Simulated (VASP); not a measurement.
# As (R-3m) in VASP: single point with r2SCAN+rVV10

Aim: the single point of As with r2SCAN+rVV10.

All numbers are computed with VASP 6.6.1; they aren't measurements. Logs are shortened: lines on timing, memory, paths and dates and some standing lists are left out, and cuts for length are marked.

## 1. The cell of the first run

It takes space group R-3m (No. 166, trigonal). Conventional cell: a = 3.760 Å, b = 3.760 Å, c = 10.725 Å, α = 90.00°, β = 90.00°, γ = 120.00°. Within 3.3 Å of As (site symmetry 3m) lie 6 As at 2.52 to 3.16 Å.

## 2. Single point, r2SCAN+rVV10

The input, POSCAR:

```
As
1.0
    1.8798678442      1.0853422059      3.5751301463
   -1.8798678442      1.0853422059      3.5751301463
    0.0000000000     -2.1706844118      3.5751301463
As
2
Direct
    0.2259924738      0.2259924738      0.2259924738
    0.7740075262      0.7740075262      0.7740075262
```

The input, INCAR.step1:

```
SYSTEM = As
  ALGO = Normal
  EDIFF = 1E-4
  ENCUT = 520
  GGA = PE
  ISMEAR = 0
  LASPH = .True.
  LCHARG = .False.
  LREAL = .False.
  LWAVE = .True.
  NBANDS = 12
  NELM = 60
  PREC = Accurate
  SIGMA = 0.1
```

The input, INCAR.step2:

```
SYSTEM = As
  ALGO = Normal
  BPARAM = 11.95
  CPARAM = 0.0093
  EDIFF = 1E-7
  ENCUT = 520
  ISIF = 2
  ISMEAR = 0
  ISTART = 1
  IVDW_NL = 2
  LASPH = .True.
  LCHARG = .False.
  LMIXTAU = .True.
  LREAL = .False.
  LUSE_VDW = .True.
  LWAVE = .False.
  METAGGA = R2SCAN
  NBANDS = 12
  NELM = 60
  PREC = Accurate
  SIGMA = 0.1
```

The input, KPOINTS:

```
k-points
0
Gamma
  15 15 15
  0 0 0
```

Potentials or basis: VASP PAW PBE potentials, release 64 (As).

Command:

```sh
cat potpaw_PBE.64/As/POTCAR > POTCAR
cp INCAR.step1 INCAR
mpirun -np 1 vasp_std > vasp.out
cp INCAR.step2 INCAR
mpirun -np 1 vasp_std > vasp.out
```

OUTCAR:

```text
SYSTEM = As
   BPARAM = 11.95
   EDIFF = 1E-7
   ENCUT = 520
   ISIF = 2
   ISMEAR = 0
   ISTART = 1
   IVDW_NL = 2
   LASPH = .True.
   LREAL = .False.
   METAGGA = R2SCAN
   NELM = 60
   PREC = Accurate

 ion  position               nearest neighbor table
   1  0.226  0.226  0.226-   2 2.52   2 2.52   2 2.52
   2  0.774  0.774  0.774-   1 2.52   1 2.52   1 2.52

  LATTYP: Found a trigonal (rhomboedric) cell.
 ALAT       =     4.1825143608
 COS(alpha) =     0.5959735920

  Lattice vectors:

 A1 = (   1.8798678442,   1.0853422059,   3.5751301463)
 A2 = (  -1.8798678442,   1.0853422059,   3.5751301463)
 A3 = (   0.0000000000,  -2.1706844118,   3.5751301463)

Analysis of symmetry for initial positions (statically):
=====================================================================
 Subroutine PRICEL returns:
 Original cell was already a primitive cell.

 Routine SETGRP: Setting up the symmetry group for a
 trigonal (rhombohedral) supercell.

 Subroutine GETGRP returns: Found 12 space group operations
 (whereof 12 operations were pure point group operations)
 out of a pool of 12 trial point group operations.

The static configuration has the point symmetry D_3d.

Analysis of symmetry for dynamics (positions and initial velocities):
=====================================================================
 Subroutine PRICEL returns:
 Original cell was already a primitive cell.

 Routine SETGRP: Setting up the symmetry group for a
 trigonal (rhombohedral) supercell.

 Subroutine GETGRP returns: Found 12 space group operations
 (whereof 12 operations were pure point group operations)
 out of a pool of 12 trial point group operations.

The dynamic configuration has the point symmetry D_3d.

 Subroutine INISYM returns: Found 12 space group operations
 (whereof 12 operations are pure point group operations),
 and found     1 'primitive' translations

----------------------------------------------------------------------------------------

                                     Primitive cell

  volume of cell :      43.7660

  direct lattice vectors                    reciprocal lattice vectors
     1.879867844  1.085342206  3.575130146     0.265976144  0.153561398  0.093236699
    -1.879867844  1.085342206  3.575130146    -0.265976144  0.153561398  0.093236699
     0.000000000 -2.170684412  3.575130146     0.000000000 -0.307122796  0.093236699

  length of vectors
     4.182514361  4.182514361  4.182514361     0.320963384  0.320963384  0.320963384

  position of ions in fractional coordinates (direct lattice)
     0.225992474  0.225992474  0.225992474
     0.774007526  0.774007526  0.774007526

  ion indices of the primitive-cell ions
   primitive index   ion index
                 1           1
                 2           2

----------------------------------------------------------------------------------------

 KPOINTS: k-points

Automatic generation of k-mesh.
 Grid dimensions read from file:
 generate k-points for:   15   15   15

 Generating k-lattice:

  Cartesian coordinates                     Fractional coordinates (reciprocal lattice)
     0.017731743  0.010237427  0.006215780     0.066666667 -0.000000000 -0.000000000
    -0.017731743  0.010237427  0.006215780    -0.000000000  0.066666667 -0.000000000
     0.000000000 -0.020474853  0.006215780    -0.000000000 -0.000000000  0.066666667

  Length of vectors
     0.021397559  0.021397559  0.021397559

  Shift w.r.t. Gamma in fractional coordinates (k-lattice)
     0.000000000  0.000000000  0.000000000

 Subroutine IBZKPT returns following result:
 ===========================================

 Found    344 irreducible k-points:

 Following reciprocal coordinates:
            Coordinates               Weight
  0.000000  0.000000  0.000000      1.000000
  0.066667  0.000000  0.000000      6.000000
  0.133333 -0.000000  0.000000      6.000000
  0.200000 -0.000000  0.000000      6.000000
  0.266667 -0.000000  0.000000      6.000000
  0.333333 -0.000000  0.000000      6.000000
[... 16 lines left out ...]
  0.133333  0.133333  0.000000      6.000000
  0.200000  0.133333  0.000000     12.000000
 [... further k-points ...]
   k-points           NKPTS =    344   k-points in BZ     NKDIM =    344   number of bands    NBANDS=     12
   number of dos      NEDOS =    301   number of ions     NIONS =      2
   total plane-waves  NPLWV =  32768
   dimension x,y,z NGX =    32 NGY =   32 NGZ =   32
   dimension x,y,z NGXF=    64 NGYF=   64 NGZF=   64
   ions per type =               2
   NGX,Y,Z   is equivalent  to a cutoff of  12.72, 12.72, 12.72 a.u.
   NGXF,Y,Z  is equivalent  to a cutoff of  25.44, 25.44, 25.44 a.u.
 SYSTEM =  As
   PREC   = accura    normal or accurate (medium, high low for compatibility)
   ISTART =      1    job   : 0-new  1-cont  2-samecut
   ICHARG =      0    charge: 1-file 2-atom 10-const
   ISPIN  =      1    spin polarized calculation?
   LNONCOLLINEAR =      F non collinear calculations
   LSORBIT =      F    spin-orbit coupling
   LASPH  =      T    aspherical Exc in radial PAW
   ENCUT  =  520.0 eV  38.22 Ry    6.18 a.u.   7.78  7.78  7.78*2*pi/ulx,y,z
   NELM   =     60;   NELMIN=  2; NELMDL=  0     # of ELM steps
   EDIFF  = 0.1E-06   stopping-criterion for ELM
   LREAL  =      F    real-space projection
   EDIFFG = 0.1E-05   stopping-criterion for IOM
   NSW    =      0    number of steps for IOM
   IBRION =     -1    ionic relax: 0-MD 1-quasi-New 2-CG
   NFREE  =      0    steps in history (QN), initial steepest desc. (CG)
   ISIF   =      2    stress and relaxation
   ISYM   =      2    0-nonsym 1-usesym 2-fastsym
   POTIM  = 0.5000    time-step for ionic-motion
   TEBEG  =    0.0;   TEEND  =   0.0 temperature during run
   PSTRESS=    0.0 pullay stress
   NELECT =      10.0000    total number of electrons
   NUPDOWN=      -1.0000    fix difference up-down
   EMIN   =  10.00;   EMAX   =-10.00  energy-range for DOS
   EFERMI =   0.00;   METHOD = LEGACY
   ISMEAR =     0;   SIGMA  =   0.10  broadening in eV -4-tet -1-fermi 0-gaus
   EFERMI_NEDOS =   21; number of points for ismear=-14 and -15
   IALGO  =     38    algorithm
   IMIX   =      4    mixing-type and parameters
     AMIX     =   0.40;   BMIX     =  1.00
     AMIX_MAG =   1.60;   BMIX_MAG =  1.00
  volume/ion in A,a.u.               =      21.88       147.67
  Fermi-wavevector in a.u.,A,eV,Ry     =   1.000835  1.891304 13.628556  1.001671
  Thomas-Fermi vector in A             =   2.133217
   LORBIT       =      0    0 simple, 1 ext, 2 COOP (PROOUT), +10 PAW based schemes
   METAGGA = R2SCAN    functional components
   LHFCALC =     F    Hartree Fock is set to
   AEXX    =    0.0000 exact exchange contribution
   IVDW_NL    =     2    kernel type
   BPARAM     =11.9500
   IVDW    =     0    specifies the selected vdW correction
   LEPSILON=     F    determine dielectric tensor
   LRPA    =     F    only Hartree local field effects (RPA)
 non-spin polarized calculation
 Gauss-broadening in eV      SIGMA  =   0.10
  energy-cutoff  :      520.00
  volume of cell :       43.77
 maximum number of plane-waves:      1194
   NGX = 15   NGY = 15   NGZ = 15

 number of electron       9.9999999 magnetization

 Free energy of the ion-electron system (eV)
  ---------------------------------------------------
  ext. energy  EPLUGINS =         0.00000000
  ---------------------------------------------------
  free energy    TOTEN  =       -29.19077443 eV

  energy without entropy =      -29.19001541  energy(sigma->0) =      -29.19039492

 E-fermi :   5.3391     XC(G=0): -10.3553

 val. band max:        5.3372971056   @ k =   0.4000   0.0667   0.0667
 cond. band min:       5.3549570773   @ k =   0.4000   0.2000   0.2000
 fundamental gap:      0.0176599717
 Fermi energy:         5.3391081269

 k-point     1 :       0.0000    0.0000    0.0000
  band No.  band energies     occupation
      1     -10.4903      2.00000
      2      -0.8852      2.00000
      3       2.4265      2.00000
      4       3.0198      2.00000
      5       3.0198      2.00000
      6       6.8771      0.00000
      7       8.1318      0.00000
      8       8.1318      0.00000
      9      12.5502      0.00000
     10      12.5502      0.00000
     11      13.0874      0.00000
     12      14.4518      0.00000

 k-point     2 :       0.0667    0.0000    0.0000
  band No.  band energies     occupation
      1     -10.4282      2.00000
      2      -1.1004      2.00000
      3       2.4719      2.00000
      4       2.9417      2.00000
      5       2.9671      2.00000
      6       7.0432      0.00000
      7       8.0080      0.00000
      8       8.1012      0.00000
      9      12.0636      0.00000
     10      12.4408      0.00000
     11      12.6448      0.00000
     12      14.9001      0.00000

 k-point     3 :       0.1333   -0.0000    0.0000
  band No.  band energies     occupation
      1     -10.2426      2.00000
      2      -1.6881      2.00000
      3       2.4098      2.00000
      4       2.8269      2.00000
      5       2.9875      2.00000
      6       7.1714      0.00000
      7       7.8256      0.00000
      8       7.9732      0.00000
      9      11.4018      0.00000
     10      12.2137      0.00000
     11      12.4474      0.00000
     12      15.9387      0.00000
[... 286 lines left out ...]
 k-point    23 :       0.1333    0.1333    0.0000
  band No.  band energies     occupation
      1     -10.1938      2.00000
      2      -1.8226      2.00000
      3       1.9220      2.00000
      4       2.5263      2.00000
      5       3.7906      2.00000
      6       6.8112      0.00000
      7       7.4734      0.00000
      8       8.6320      0.00000
      9      11.4518      0.00000
     10      12.6353      0.00000
     11      13.1012      0.00000
     12      15.0962      0.00000

 k-point    24 :       0.2000    0.1333    0.0000
  band No.  band energies     occupation
      1      -9.9865      2.00000
      2      -2.2985      2.00000
      3       1.6078      2.00000
      4       2.2845      2.00000
      5       3.9659      2.00000
      6       6.5580      0.00000
      7       7.6731      0.00000
      8       8.6841      0.00000
      9      11.1422      0.00000
     10      12.6670      0.00000
     11      13.6957      0.00000
     12      15.2980      0.00000

 [... further k-points ...]

------------------------ aborting loop because EDIFF is reached ----------------------------------------

  FORCE on cell =-STRESS in cart. coord.  units (eV):
  Direction    XX          YY          ZZ          XY          YZ          ZX
  --------------------------------------------------------------------------------------
  -------------------------------------------------------------------------------------
  Total        0.1237536      0.1237536      0.0919973      0.0000000     -0.0000000      0.0000000
  in kB        4.5303466      4.5303466      3.3678161      0.0000000     -0.0000000      0.0000000
  external PRESSURE =       4.1428364 kB  Pullay stress =       0.0000000 kB

 VOLUME and BASIS-vectors are now :
 -----------------------------------------------------------------------------
  energy-cutoff  :      520.00
  volume of cell :       43.77
      direct lattice vectors                 reciprocal lattice vectors
     1.879867844  1.085342206  3.575130146     0.265976144  0.153561398  0.093236699
    -1.879867844  1.085342206  3.575130146    -0.265976144  0.153561398  0.093236699
     0.000000000 -2.170684412  3.575130146     0.000000000 -0.307122796  0.093236699

 POSITION                                       TOTAL-FORCE (eV/Angst)
 -----------------------------------------------------------------------------------
      0.00000      0.00000      2.42386         0.000000     -0.000000      0.061885
      0.00000      0.00000      8.30153         0.000000      0.000000     -0.061885
 -----------------------------------------------------------------------------------
    total drift:                               -0.000000     -0.000000      0.000000

  FREE ENERGIE OF THE ION-ELECTRON SYSTEM (eV)
  ---------------------------------------------------
  free  energy   TOTEN  =       -29.1907744296 eV

  energy  without entropy=      -29.1900154117  energy(sigma->0) =      -29.19039492
```

It took 13 min on 1 thread of AMD EPYC 7R43 (Zen 3), shared host; peak memory 0.38 GiB.

What came out:

| Quantity | Value |
| --- | --- |
| Free energy | -29.1908 eV |
| Pressure | 0.4 GPa |
| Largest force | 0.062 eV/Å |
| Band gap on the k mesh | zero (bands 5 and 6 overlap by 0.46 eV) |

Forces on the atoms (eV/Å):
```
As   0.000  0.000  0.062
As   0.000  0.000 -0.062
```

Stress tensor (GPa, compression positive):
```
0.45 0.00 0.00
0.00 0.45 0.00
0.00 0.00 0.34
```

Levels at points of the mesh, in eV from the Fermi level:
```
           k point  band 2  band 3  band 4  band 5  band 6  band 7  band 8  band 9
(0.00, 0.00, 0.00)   -6.22   -2.91   -2.32   -2.32    1.54    2.79    2.79    7.21
```

Caveat: the PAW data sets were made with another functional, which shifts forces and pressure a little.
